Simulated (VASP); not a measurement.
Write the native input for VASP 6.6.1 that does the following.

```
Task                   : single point
Functional             : PBE
Potentials or basis    : VASP PAW PBE potentials, release 64 (Ca_sv)
Cutoff                 : 500 eV
k mesh                 : 6 × 6 × 6
Occupations            : gaussian, width 0.1 eV
Spin                   : no spin polarisation
Dipole correction      : no
Further INCAR settings : ALGO = Normal; EDIFF = 1e-06; NBANDS = 11
```

The structure of Ca lies in POSCAR:

```
Ca
1.0
    0.0000000000      2.7527484882      2.7527484882
    2.7527484882      0.0000000000      2.7527484882
    2.7527484882      2.7527484882      0.0000000000
Ca
1
Direct
    0.0000000000      0.0000000000      0.0000000000
```

The input as run:

INCAR

```
PREC     = Accurate       # precision mode
ENCUT    = 500            # plane-wave cutoff, eV
EDIFF    = 1E-6           # SCF threshold, eV
ISMEAR   = 0              # smearing method
SIGMA    = 0.1            # smearing width, eV
LREAL    = F              # projectors in reciprocal space
LASPH    = T              # aspherical terms in the spheres
NELM     = 120            # most SCF steps
ALGO     = Normal         # electronic algorithm
ISIF     = 2              # what is computed and relaxed
LWAVE    = F              # write WAVECAR
LCHARG   = F              # write CHGCAR
GGA      = PE             # functional
NBANDS   = 11             # bands
GGA_COMPAT= F
```

KPOINTS

```
Automatic mesh
0
Gamma
  6 6 6
```

Potentials or basis: VASP PAW PBE potentials, release 64 (Ca_sv).

Run with:

```console
$ cat potpaw_PBE.64/Ca_sv/POTCAR > POTCAR
$ mpirun -np 1 vasp_std > vasp.out
```

Results of the run:

* Pressure: 0.1 GPa
* Band gap on the k mesh: zero (bands 5 and 6 overlap by 0.16 eV)

Run time: 5.8 s on 1 thread of Intel(R) Xeon(R) Platinum 8259CL CPU @ 2.50GHz (Skylake/Cascade Lake) (shared host), peak memory 0.15 GiB.
